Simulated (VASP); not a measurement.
# BaF2 (Fm-3m) in VASP: a series of runs

BaF2 is run at these levels: r2SCAN; tasks: single point.

Everything below comes from runs of VASP 6.6.1. Logs are shortened: lines on timing, memory, paths and dates and some standing lists are left out, and cuts for length are marked.

## Step 1: The cell of the first run

The structure is cubic, space group Fm-3m (No. 225). The conventional cell has a = 6.200 Å, b = 6.200 Å, c = 6.200 Å, α = 90.00°, β = 90.00°, γ = 90.00°. Within 3.5 Å of Ba (site symmetry m-3m) lie 8 F at 2.68 Å. Within 3.5 Å of F (site symmetry -43m) lie 4 Ba at 2.68 Å and 6 F at 3.10 Å.

## Step 2: Single point, r2SCAN

The input, POSCAR:

```
BaF2
1.0
    0.0000000000      3.1000485598      3.1000485598
    3.1000485598      0.0000000000      3.1000485598
    3.1000485598      3.1000485598      0.0000000000
Ba F
1 2
Direct
    0.0000000000      0.0000000000      0.0000000000
    0.2500000000      0.2500000000      0.2500000000
    0.7500000000      0.7500000000      0.7500000000
```

The input, INCAR.step1:

```
SYSTEM = BaF2
PREC = Accurate
ENCUT = 660
ISMEAR = 0
SIGMA = 0.05
LREAL = .False.
LASPH = .True.
NELM = 120
NBANDS = 19
GGA = PE
ALGO = Normal
EDIFF = 1E-5
LWAVE = .True.
LCHARG = .False.
GGA_COMPAT = .False.
```

The input, INCAR.step2:

```
SYSTEM = BaF2
PREC = Accurate
ENCUT = 660
EDIFF = 1E-6
ISMEAR = 0
SIGMA = 0.05
LREAL = .False.
LASPH = .True.
NELM = 120
ALGO = Normal
ISIF = 2
LWAVE = .False.
LCHARG = .False.
METAGGA = R2SCAN
LMIXTAU = .True.
NBANDS = 19
ISTART = 1
GGA_COMPAT = .False.
```

The input, KPOINTS:

```
Automatic mesh
0
Gamma
  10 10 10
  0 0 0
```

Potentials or basis: VASP PAW PBE potentials, release 64 (Ba_sv, F).

Launch:

```bash
$ cat potpaw_PBE.64/Ba_sv/POTCAR potpaw_PBE.64/F/POTCAR > POTCAR
$ cp INCAR.step1 INCAR
$ mpirun -np 1 vasp_std > vasp.out
$ cp INCAR.step2 INCAR
$ mpirun -np 1 vasp_std > vasp.out
```

OUTCAR:

```text
SYSTEM = BaF2
   PREC = Accurate
   ENCUT = 660
   EDIFF = 1E-6
   ISMEAR = 0
   LREAL = .False.
   LASPH = .True.
   NELM = 120
   ISIF = 2
   METAGGA = R2SCAN
   ISTART = 1

 ion  position               nearest neighbor table
   1  0.000  0.000  0.000-   3 2.68   2 2.68   3 2.68   2 2.68   3 2.68   3 2.68   2 2.68   2 2.68

   2  0.250  0.250  0.250-   1 2.68   1 2.68   1 2.68   1 2.68
   3  0.750  0.750  0.750-   1 2.68   1 2.68   1 2.68   1 2.68

  LATTYP: Found a face centered cubic cell.
 ALAT       =     6.2000971196

  Lattice vectors:

 A1 = (   0.0000000000,   3.1000485598,   3.1000485598)
 A2 = (   3.1000485598,   0.0000000000,   3.1000485598)
 A3 = (   3.1000485598,   3.1000485598,   0.0000000000)

Analysis of symmetry for initial positions (statically):
=====================================================================
 Subroutine PRICEL returns:
 Original cell was already a primitive cell.

 Routine SETGRP: Setting up the symmetry group for a
 face centered cubic supercell.

 Subroutine GETGRP returns: Found 48 space group operations
 (whereof 48 operations were pure point group operations)
 out of a pool of 48 trial point group operations.

The static configuration has the point symmetry O_h .

Analysis of symmetry for dynamics (positions and initial velocities):
=====================================================================
 Subroutine PRICEL returns:
 Original cell was already a primitive cell.

 Routine SETGRP: Setting up the symmetry group for a
 face centered cubic supercell.

 Subroutine GETGRP returns: Found 48 space group operations
 (whereof 48 operations were pure point group operations)
 out of a pool of 48 trial point group operations.

The dynamic configuration has the point symmetry O_h .

 Subroutine INISYM returns: Found 48 space group operations
 (whereof 48 operations are pure point group operations),
 and found     1 'primitive' translations

----------------------------------------------------------------------------------------

                                     Primitive cell

  volume of cell :      59.5848

  direct lattice vectors                    reciprocal lattice vectors
     0.000000000  3.100048560  3.100048560    -0.161287796  0.161287796  0.161287796
     3.100048560  0.000000000  3.100048560     0.161287796 -0.161287796  0.161287796
     3.100048560  3.100048560  0.000000000     0.161287796  0.161287796 -0.161287796

  length of vectors
     4.384130717  4.384130717  4.384130717     0.279358657  0.279358657  0.279358657

  position of ions in fractional coordinates (direct lattice)
     0.000000000  0.000000000  0.000000000
     0.250000000  0.250000000  0.250000000
     0.750000000  0.750000000  0.750000000

  ion indices of the primitive-cell ions
   primitive index   ion index
                 1           1
                 2           2
                 3           3

----------------------------------------------------------------------------------------

 KPOINTS: Automatic mesh

Automatic generation of k-mesh.
 Grid dimensions read from file:
 generate k-points for:   10   10   10

 Generating k-lattice:

  Cartesian coordinates                     Fractional coordinates (reciprocal lattice)
    -0.016128780  0.016128780  0.016128780     0.100000000  0.000000000  0.000000000
     0.016128780 -0.016128780  0.016128780     0.000000000  0.100000000  0.000000000
     0.016128780  0.016128780 -0.016128780     0.000000000  0.000000000  0.100000000

  Length of vectors
     0.027935866  0.027935866  0.027935866

  Shift w.r.t. Gamma in fractional coordinates (k-lattice)
     0.000000000  0.000000000  0.000000000

 Subroutine IBZKPT returns following result:
 ===========================================

 Found     47 irreducible k-points:

 Following reciprocal coordinates:
            Coordinates               Weight
  0.000000  0.000000  0.000000      1.000000
  0.100000  0.000000  0.000000      8.000000
  0.200000  0.000000  0.000000      8.000000
  0.300000  0.000000  0.000000      8.000000
  0.400000  0.000000  0.000000      8.000000
  0.500000  0.000000  0.000000      4.000000
[... 16 lines left out ...]
  0.300000  0.300000  0.000000      6.000000
  0.400000  0.300000  0.000000     24.000000
 [... further k-points ...]
   k-points           NKPTS =     47   k-points in BZ     NKDIM =     47   number of bands    NBANDS=     19
   number of dos      NEDOS =    301   number of ions     NIONS =      3
   total plane-waves  NPLWV =  64000
   dimension x,y,z NGX =    40 NGY =   40 NGZ =   40
   dimension x,y,z NGXF=    80 NGYF=   80 NGZF=   80
   ions per type =               1   2
   NGX,Y,Z   is equivalent  to a cutoff of  15.17, 15.17, 15.17 a.u.
   NGXF,Y,Z  is equivalent  to a cutoff of  30.34, 30.34, 30.34 a.u.
 SYSTEM =  BaF2
   PREC   = accura    normal or accurate (medium, high low for compatibility)
   ISTART =      1    job   : 0-new  1-cont  2-samecut
   ICHARG =      0    charge: 1-file 2-atom 10-const
   ISPIN  =      1    spin polarized calculation?
   LNONCOLLINEAR =      F non collinear calculations
   LSORBIT =      F    spin-orbit coupling
   LASPH  =      T    aspherical Exc in radial PAW
   ENCUT  =  660.0 eV  48.51 Ry    6.96 a.u.   9.18  9.18  9.18*2*pi/ulx,y,z
   NELM   =    120;   NELMIN=  2; NELMDL=  0     # of ELM steps
   EDIFF  = 0.1E-05   stopping-criterion for ELM
   LREAL  =      F    real-space projection
   EDIFFG = 0.1E-04   stopping-criterion for IOM
   NSW    =      0    number of steps for IOM
   IBRION =     -1    ionic relax: 0-MD 1-quasi-New 2-CG
   NFREE  =      0    steps in history (QN), initial steepest desc. (CG)
   ISIF   =      2    stress and relaxation
   ISYM   =      2    0-nonsym 1-usesym 2-fastsym
   POTIM  = 0.5000    time-step for ionic-motion
   TEBEG  =    0.0;   TEEND  =   0.0 temperature during run
   PSTRESS=    0.0 pullay stress
   NELECT =      24.0000    total number of electrons
   NUPDOWN=      -1.0000    fix difference up-down
   EMIN   =  10.00;   EMAX   =-10.00  energy-range for DOS
   EFERMI =   0.00;   METHOD = LEGACY
   ISMEAR =     0;   SIGMA  =   0.05  broadening in eV -4-tet -1-fermi 0-gaus
   EFERMI_NEDOS =   21; number of points for ismear=-14 and -15
   IALGO  =     38    algorithm
   IMIX   =      4    mixing-type and parameters
     AMIX     =   0.40;   BMIX     =  1.00
     AMIX_MAG =   1.60;   BMIX_MAG =  1.00
  volume/ion in A,a.u.               =      19.86       134.03
  Fermi-wavevector in a.u.,A,eV,Ry     =   1.209020  2.284716 19.888029  1.461729
  Thomas-Fermi vector in A             =   2.344610
   LORBIT       =      0    0 simple, 1 ext, 2 COOP (PROOUT), +10 PAW based schemes
   METAGGA = R2SCAN    functional components
   LHFCALC =     F    Hartree Fock is set to
   AEXX    =    0.0000 exact exchange contribution
   IVDW    =     0    specifies the selected vdW correction
   LEPSILON=     F    determine dielectric tensor
   LRPA    =     F    only Hartree local field effects (RPA)
 non-spin polarized calculation
 Gauss-broadening in eV      SIGMA  =   0.05
  energy-cutoff  :      660.00
  volume of cell :       59.58
 maximum number of plane-waves:      2313
 NGX is ok and might be reduce to    40
   NGX = 19   NGY = 19   NGZ = 19

 number of electron      24.0000001 magnetization

 Free energy of the ion-electron system (eV)
  ---------------------------------------------------
  ext. energy  EPLUGINS =         0.00000000
  ---------------------------------------------------
  free energy    TOTEN  =       -45.06858331 eV

  energy without entropy =      -45.06858331  energy(sigma->0) =      -45.06858331

 E-fermi :  -2.3165     XC(G=0):  -9.2418

 val. band max:       -2.5936994150   @ k =  -0.2000   0.2000   0.0000
 cond. band min:       4.7390862395   @ k =   0.0000   0.0000   0.0000
 fundamental gap:      7.3327856545
 Fermi energy:        -2.3164995362

 k-point     1 :       0.0000    0.0000    0.0000
  band No.  band energies     occupation
      1     -26.2340      2.00000
      2     -22.6808      2.00000
      3     -22.5469      2.00000
      4     -10.5806      2.00000
      5     -10.5806      2.00000
      6     -10.5806      2.00000
[... 11 lines left out ...]
     18       9.6719      0.00000
     19      13.5867      0.00000

 k-point     2 :       0.1000    0.0000    0.0000
  band No.  band energies     occupation
      1     -26.2110      2.00000
      2     -22.6898      2.00000
      3     -22.5748      2.00000
      4     -10.5999      2.00000
      5     -10.5967      2.00000
      6     -10.5967      2.00000
[... 11 lines left out ...]
     18       9.6809      0.00000
     19      13.1003      0.00000

 k-point     3 :       0.2000    0.0000    0.0000
  band No.  band energies     occupation
      1     -26.1491      2.00000
      2     -22.7207      2.00000
      3     -22.6427      2.00000
      4     -10.6472      2.00000
      5     -10.6383      2.00000
      6     -10.6383      2.00000
[... 11 lines left out ...]
     18       9.7126      0.00000
     19      12.2342      0.00000

 k-point     4 :       0.3000    0.0000    0.0000
  band No.  band energies     occupation
      1     -26.0682      2.00000
      2     -22.7930      2.00000
      3     -22.6969      2.00000
      4     -10.6994      2.00000
      5     -10.6881      2.00000
      6     -10.6881      2.00000
[... 407 lines left out ...]
     18      10.1128      0.00000
     19      12.3337      0.00000

 k-point    23 :       0.3000    0.3000    0.0000
  band No.  band energies     occupation
      1     -26.0100      2.00000
      2     -22.8195      2.00000
      3     -22.7589      2.00000
      4     -10.8484      2.00000
      5     -10.8484      2.00000
      6     -10.4823      2.00000
[... 11 lines left out ...]
     18       9.9967      0.00000
     19      13.5849      0.00000

 k-point    24 :       0.4000    0.3000    0.0000
  band No.  band energies     occupation
      1     -25.9535      2.00000
      2     -22.8809      2.00000
      3     -22.7830      2.00000
      4     -10.8932      2.00000
      5     -10.8922      2.00000
      6     -10.4844      2.00000
[... 11 lines left out ...]
     18      10.2483      0.00000
     19      12.9695      0.00000

 [... further k-points ...]

------------------------ aborting loop because EDIFF is reached ----------------------------------------

  FORCE on cell =-STRESS in cart. coord.  units (eV):
  Direction    XX          YY          ZZ          XY          YZ          ZX
  --------------------------------------------------------------------------------------
  -------------------------------------------------------------------------------------
  Total        0.2683535      0.2683535      0.2683535      0.0000000      0.0000000      0.0000000
  in kB        7.2157657      7.2157657      7.2157657      0.0000000      0.0000000      0.0000000
  external PRESSURE =       7.2157657 kB  Pullay stress =       0.0000000 kB

 VOLUME and BASIS-vectors are now :
 -----------------------------------------------------------------------------
  energy-cutoff  :      660.00
  volume of cell :       59.58
      direct lattice vectors                 reciprocal lattice vectors
     0.000000000  3.100048560  3.100048560    -0.161287796  0.161287796  0.161287796
     3.100048560  0.000000000  3.100048560     0.161287796 -0.161287796  0.161287796
     3.100048560  3.100048560  0.000000000     0.161287796  0.161287796 -0.161287796

 POSITION                                       TOTAL-FORCE (eV/Angst)
 -----------------------------------------------------------------------------------
      0.00000      0.00000      0.00000        -0.000000      0.000000     -0.000000
      1.55002      1.55002      1.55002         0.000000     -0.000000      0.000000
      4.65007      4.65007      4.65007         0.000000      0.000000      0.000000
 -----------------------------------------------------------------------------------
    total drift:                                0.000000     -0.000000      0.000000

  FREE ENERGIE OF THE ION-ELECTRON SYSTEM (eV)
  ---------------------------------------------------
  free  energy   TOTEN  =       -45.0685833073 eV

  energy  without entropy=      -45.0685833073  energy(sigma->0) =      -45.06858331
```

Run time: 3.7 min. Hardware: 1 thread of AMD EPYC 9R45 (Zen 5), shared host; peak memory 0.26 GiB.

What came out:

| Quantity | Value |
| --- | --- |
| Free energy | -45.0686 eV |
| Pressure | 0.7 GPa |
| Band gap on the k mesh | 7.33 eV (least direct gap 7.42 eV) |

Caveat: the PAW data sets were made with another functional, which shifts forces and pressure a little; spin-orbit coupling is left out, which moves the levels of the heavy elements. A k mesh can miss the band edges.

## Step 3: Single point, r2SCAN

POSCAR is that of step 2.

The input, INCAR.step1:

```
  PREC = Accurate
  ENCUT = 660
  ISMEAR = 0
  SIGMA = 0.05
  LREAL = F
  LASPH = T
  NELM = 120
  NBANDS = 19
  GGA = PE
  ALGO = Normal
  EDIFF = 1E-5
  LWAVE = T
  LCHARG = F
  GGA_COMPAT = F
```

The input, INCAR.step2:

```
  PREC = Accurate
  ENCUT = 660
  EDIFF = 1E-6
  ISMEAR = 0
  SIGMA = 0.05
  LREAL = F
  LASPH = T
  NELM = 120
  ALGO = Normal
  ISIF = 2
  LWAVE = F
  LCHARG = F
  METAGGA = R2SCAN
  LMIXTAU = T
  NBANDS = 19
  ISTART = 1
  GGA_COMPAT = F
```

The input, KPOINTS:

```
regular mesh
0
Gamma
  10 10 10
```

Potentials or basis: VASP PAW PBE potentials, release 64 (Ba_sv, F).

Launch:

```bash
$ cat potpaw_PBE.64/Ba_sv/POTCAR potpaw_PBE.64/F/POTCAR > POTCAR
$ cp INCAR.step1 INCAR
$ mpirun -np 1 vasp_std > vasp.out
$ cp INCAR.step2 INCAR
$ mpirun -np 1 vasp_std > vasp.out
```

It took 3.9 min on 1 thread of AMD EPYC 9R45 (Zen 5), shared host; peak memory 0.26 GiB.

Results (log left out):

```yaml
Free_energy: -45.0686 eV
Pressure: 0.7 GPa
Band_gap_on_the_k_mesh: 7.33 eV (least direct gap 7.42 eV)
```

Levels at points of the mesh, in eV from the valence-band top:
```tsv
k point	band 10	band 11	band 12	band 13	band 14	band 15
(0.00, 0.00, 0.00)	-0.08	-0.08	-0.08	7.33	9.90	9.90
(0.50, 0.00, 0.00)	-0.35	-0.16	-0.16	9.85	9.85	9.94
(0.50, 0.50, 0.00)	-0.32	-0.32	-0.14	7.69	9.84	11.39
```

Caveat: the PAW data sets were made with another functional, which shifts forces and pressure a little; spin-orbit coupling is left out, which moves the levels of the heavy elements.
